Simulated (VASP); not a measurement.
Crystal: Ca2O3.

```
Ca O
1.0
     5.47721    0.00000    0.00000
     0.00000    5.47721    0.00000
     0.00000    0.00000    5.47721
Ca O
4 6
Direct
  0.25000 0.25000 0.25000
  0.25000 0.75000 0.75000
  0.75000 0.75000 0.25000
  0.75000 0.25000 0.75000
  0.00000 0.50000 0.50000
  0.00000 0.50000 0.00000
  0.50000 0.00000 0.50000
  0.00000 0.00000 0.50000
  0.50000 0.00000 0.00000
  0.50000 0.50000 0.00000
```

* Program: VASP 6.6.1
* Task: relaxation of cell and atoms
* Functional: PBE
* Potentials or basis: VASP PAW PBE potentials, release 64 (Ca_sv, O)
* Cutoff: 600 eV
* k mesh: 8 × 8 × 8
* Occupations: gaussian, width 0.1 eV
* Spin: no spin polarisation

At the start: pressure -1.8 GPa; volume 16.43 Å³/atom.

Task: Where does the relaxation end?

Result: Over 3 steps the energy falls by 2.3 meV/atom and the volume is 16.03 Å³/atom (-2.4 %); space group Pn-3m (No. 224, to 0.05 Å).

The path:
| step | energy change (eV) | largest force (eV/Å) | pressure (GPa) | volume (Å³) |
| --- | --- | --- | --- | --- |
| 1 | 0.0000 | 0.0000 | -1.80 | 164.32 |
| 2 | -0.0227 | 0.0000 | 0.17 | 159.97 |
| 3 | -0.0229 | 0.0000 | 0.01 | 160.33 |

Final structure:
```
Ca O
1.0
     5.43251    0.00000    0.00000
     0.00000    5.43251    0.00000
     0.00000    0.00000    5.43251
Ca O
4 6
Cartesian
  1.3581 1.3581 1.3581
  1.3581 4.0744 4.0744
  4.0744 4.0744 1.3581
  4.0744 1.3581 4.0744
  0.0000 2.7163 2.7163
  0.0000 2.7163 0.0000
  2.7163 0.0000 2.7163
  0.0000 0.0000 2.7163
  2.7163 0.0000 0.0000
  2.7163 2.7163 0.0000
```
